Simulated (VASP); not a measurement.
# Si4Ag in VASP: single point with PBE

Aim: the single point of Si4Ag with PBE.

Program: VASP 6.6.1. These are calculated values, not measurements. Logs are shortened: lines on timing, memory, paths and dates and some standing lists are left out, and cuts for length are marked.

## Step 1: The cell of the first run

The cell holds a slab with vacuum, 5 atoms: a = 3.868 Å, b = 3.868 Å, c = 19.437 Å, α = 90.00°, β = 90.00°, γ = 120.00°.

## Step 2: Single point, PBE, collinear spin, ferromagnetic start

Contents of INCAR:

```
SYSTEM = Si4Ag
ALGO = Normal
DIPOL = 0.5 0.5 0.351
EDIFF = 1E-6
ENCUT = 520
GGA = PE
IDIPOL = 3
ISIF = 2
ISMEAR = 0
ISPIN = 2
LASPH = .True.
LCHARG = .True.
LDIPOL = .True.
LELF = .True.
LMAXMIX = 4
LORBIT = 11
LREAL = .False.
LVACPOTAV = .True.
LVHAR = .True.
LWAVE = .False.
MAGMOM = 0 0 0 0 1
NBANDS = 26
NELM = 150
PREC = Accurate
SIGMA = 0.05
```

Contents of KPOINTS:

```
k-points
0
Gamma
  9 9 1
  0 0 0
```

Contents of POSCAR:

```
Si4Ag
1.0
    3.8675355701      0.0000000000      0.0000000000
   -1.9337677851      3.3493840538      0.0000000000
    0.0000000000      0.0000000000     19.4372967090
Si Ag
4 1
Direct
    0.3333333333      0.6666666666      0.2057899336
    0.0000000000      0.0000000000      0.2464055298
    0.0000000000      0.0000000000      0.3748662321
    0.6666666667      0.3333333334      0.4083539408
    1.0000000000      0.5000000000      0.5209044199
```

Potentials or basis: VASP PAW PBE potentials, release 64 (Si, Ag).

Command:

```sh
cat potpaw_PBE.64/Si/POTCAR potpaw_PBE.64/Ag/POTCAR > POTCAR
mpirun -np 1 vasp_std > vasp.out
```

OUTCAR:

```text
SYSTEM = Si4Ag
   EDIFF = 1E-6
   ENCUT = 520
   GGA = PE
   ISIF = 2
   ISMEAR = 0
   ISPIN = 2
   LASPH = .True.
   LORBIT = 11
   LREAL = .False.
   NELM = 150
   PREC = Accurate

 ion  position               nearest neighbor table
   1  0.333  0.667  0.206-   2 2.37   2 2.37   2 2.37
   2  0.000  0.000  0.246-   1 2.37   1 2.37   1 2.37   3 2.50
   3  0.000  0.000  0.375-   4 2.33   4 2.33   4 2.33   2 2.50
   4  0.667  0.333  0.408-   3 2.33   3 2.33   3 2.33   5 2.46
   5  0.000  0.500  0.521-   4 2.46

  LATTYP: Found a hexagonal cell.
 ALAT       =     3.8675355701
 C/A-ratio  =     5.0257577097

  Lattice vectors:

 A1 = (   3.8675355701,   0.0000000000,   0.0000000000)
 A2 = (  -1.9337677851,   3.3493840538,   0.0000000000)
 A3 = (   0.0000000000,   0.0000000000,  19.4372967090)

Analysis of symmetry for initial positions (statically):
=====================================================================
 Subroutine PRICEL returns:
 Original cell was already a primitive cell.

 Routine SETGRP: Setting up the symmetry group for a
 hexagonal supercell.

 Subroutine GETGRP returns: Found  2 space group operations
 (whereof  2 operations were pure point group operations)
 out of a pool of 24 trial point group operations.

The static configuration has the point symmetry C_1h.

Analysis of symmetry for dynamics (positions and initial velocities):
=====================================================================
 Subroutine PRICEL returns:
 Original cell was already a primitive cell.

 Routine SETGRP: Setting up the symmetry group for a
 hexagonal supercell.

 Subroutine GETGRP returns: Found  2 space group operations
 (whereof  2 operations were pure point group operations)
 out of a pool of 24 trial point group operations.

The dynamic configuration has the point symmetry C_1h.

Analysis of structural, dynamic, and magnetic symmetry:
=====================================================================
 Subroutine PRICEL returns:
 Original cell was already a primitive cell.

 Routine SETGRP: Setting up the symmetry group for a
 hexagonal supercell.

 Subroutine GETGRP returns: Found  2 space group operations
 (whereof  2 operations were pure point group operations)
 out of a pool of 24 trial point group operations.

The overall configuration has the point symmetry C_1h.

[... 136 lines left out ...]
  energy-cutoff  :      520.00
  volume of cell :      251.79
 maximum number of plane-waves:      6807
 NGX is ok and might be reduce to    30
   NGX = 15   NGY = 15   NGZ = 73

 dipolmoment           0.000000      0.000000      0.013962 electrons x Angstroem

 number of electron      27.0000005 magnetization       0.9096291

 dipolmoment           0.000000      0.000000     -0.063067 electrons x Angstroem

 Free energy of the ion-electron system (eV)
  ---------------------------------------------------
  ext. energy  EPLUGINS =         0.00000000
  ---------------------------------------------------
  free energy    TOTEN  =       -21.78970094 eV

  energy without entropy =      -21.78695766  energy(sigma->0) =      -21.78832930

 E-fermi :  -0.2759     XC(G=0):  -4.8267

 val. band max:       -0.2836431792   @ k =   0.4444   0.1111   0.0000
 cond. band min:      -0.2718300049   @ k =   0.0000   0.1111   0.0000
 fundamental gap:      0.0118131742
 Fermi energy:        -0.2758988924

 spin component 1

 k-point     1 :       0.0000    0.0000    0.0000
  band No.  band energies     occupation
      1     -11.6539      1.00000
      2     -10.5129      1.00000
      3      -5.8916      1.00000
      4      -4.5221      1.00000
      5      -4.2966      1.00000
      6      -4.2197      1.00000
[... 661 lines left out ...]
     24       6.0819      0.00000
     25       6.6263      0.00000

 [... further k-points ...]

 spin component 2

 k-point     1 :       0.0000    0.0000    0.0000
  band No.  band energies     occupation
      1     -11.5535      1.00000
      2     -10.3455      1.00000
      3      -5.6998      1.00000
      4      -4.4724      1.00000
      5      -4.2336      1.00000
      6      -4.1920      1.00000
[... 661 lines left out ...]
     24       6.2278      0.00000
     25       6.8295      0.00000

 [... further k-points ...]

 [bands above 25 left out]

------------------------ aborting loop because EDIFF is reached ----------------------------------------

  FORCE on cell =-STRESS in cart. coord.  units (eV):
  Direction    XX          YY          ZZ          XY          YZ          ZX
  --------------------------------------------------------------------------------------
  -------------------------------------------------------------------------------------
  Total       -1.1098647     -0.8136199     -1.1554741     -0.2565556     -0.1335554     -0.2313258
  in kB       -7.0622894     -5.1772246     -7.3525108     -1.6325141     -0.8498392     -1.4719716
  external PRESSURE =      -6.5306749 kB  Pullay stress =       0.0000000 kB

 VOLUME and BASIS-vectors are now :
 -----------------------------------------------------------------------------
  energy-cutoff  :      520.00
  volume of cell :      251.79
      direct lattice vectors                 reciprocal lattice vectors
     3.867535570  0.000000000  0.000000000     0.258562586  0.149281179  0.000000000
    -1.933767785  3.349384054  0.000000000     0.000000000  0.298562358  0.000000000
     0.000000000  0.000000000 19.437296709     0.000000000  0.000000000  0.051447483

 POSITION                                       TOTAL-FORCE (eV/Angst)
 -----------------------------------------------------------------------------------
     -0.00000      2.23292      4.00000        -0.004396     -0.002538      0.594330
      0.00000      0.00000      4.78946         0.051342      0.029642     -0.203279
      0.00000      0.00000      7.28639        -0.043177     -0.024928     -0.898961
      1.93377      1.11646      7.93730         0.048445      0.027970      0.519197
     -0.96688      1.67469     10.12497        -0.052214     -0.030146     -0.011287
 -----------------------------------------------------------------------------------
    total drift:                                0.000269      0.000155     -0.000114

  FREE ENERGIE OF THE ION-ELECTRON SYSTEM (eV)
  ---------------------------------------------------
  free  energy   TOTEN  =       -21.7897009408 eV

  energy  without entropy=      -21.7869576638  energy(sigma->0) =      -21.78832930

 vacuum level on the upper side and lower side of the slab         3.660         4.541

 total charge

# of ion       s       p       d       tot
------------------------------------------
    1        0.794   0.842   0.000   1.636
    2        0.763   0.884   0.000   1.647
    3        0.764   0.899   0.000   1.663
    4        0.762   0.910   0.000   1.672
    5        0.424   0.100   9.237   9.761
--------------------------------------------------
tot          3.507   3.635   9.237  16.379

 magnetization (x)

# of ion       s       p       d       tot
------------------------------------------
    1        0.032   0.164   0.000   0.196
    2        0.001   0.011   0.000   0.012
    3        0.008   0.035   0.000   0.043
    4        0.005   0.012   0.000   0.017
    5        0.029   0.007   0.005   0.040
--------------------------------------------------
tot          0.075   0.228   0.005   0.308
```

OSZICAR:

```text
N       E                     dE             d eps       ncg     rms          rms(c)
DAV:   1     0.112446828578E+03    0.11245E+03   -0.93917E+03  2600   0.787E+02
DAV:   2    -0.152855357010E+02   -0.12773E+03   -0.12004E+03  3298   0.151E+02
DAV:   3    -0.227720205590E+02   -0.74865E+01   -0.73236E+01  3288   0.346E+01
[... 24 lines left out ...]
DAV:  28    -0.217896913899E+02   -0.10952E-04   -0.93278E-07  2510   0.314E-03    0.959E-04
DAV:  29    -0.217896947952E+02   -0.34053E-05   -0.29122E-07  2438   0.216E-03    0.677E-04
DAV:  30    -0.217896987432E+02   -0.39480E-05   -0.36298E-07  2420   0.178E-03    0.428E-04
DAV:  31    -0.217897007674E+02   -0.20243E-05   -0.21552E-07  2502   0.129E-03    0.277E-04
DAV:  32    -0.217897009408E+02   -0.17332E-06   -0.29262E-08  2334   0.840E-04
   1 F= -.21789701E+02 E0= -.21788329E+02  d E =-.274328E-02  mag=     0.9095
```

Wall time 10 min (1 thread of Intel Xeon Platinum 8375C at 2.90GHz (Ice Lake), shared host); peak memory 0.59 GiB.

Results:

- Free energy: -21.7897 eV
- Largest force: 0.900 eV/Å
- Net moment: 0.91 μB per cell
- Site moments: Si +0.20, +0.01, +0.04, +0.02; Ag +0.04 μB
- Valence electrons inside the program's atomic spheres: Si 1.64, 1.65, 1.66, 1.67; Ag 9.76

Forces on the atoms (eV/Å):
```
Si  -0.004 -0.003  0.594
Si   0.051  0.030 -0.203
Si  -0.043 -0.025 -0.899
Si   0.048  0.028  0.519
Ag  -0.052 -0.030 -0.011
```

Levels at points of the mesh, in eV from the Fermi level:
Spin up:
| k point | band 10 | band 11 | band 12 | band 13 | band 14 | band 15 | band 16 | band 17 | band 18 | band 19 |
| --- | --- | --- | --- | --- | --- | --- | --- | --- | --- | --- |
| (0.00, 0.00, 0.00) | -1.01 | -0.96 | -0.61 | -0.26 | -0.25 | 1.24 | 2.09 | 2.56 | 3.05 | 3.07 |
Spin down:
```
           k point  band 9  band 10  band 11  band 12  band 13  band 14  band 15  band 16  band 17  band 18
(0.00, 0.00, 0.00)   -2.53    -0.94    -0.89    -0.18    -0.12    -0.12     1.51     2.28     2.88     3.13
```
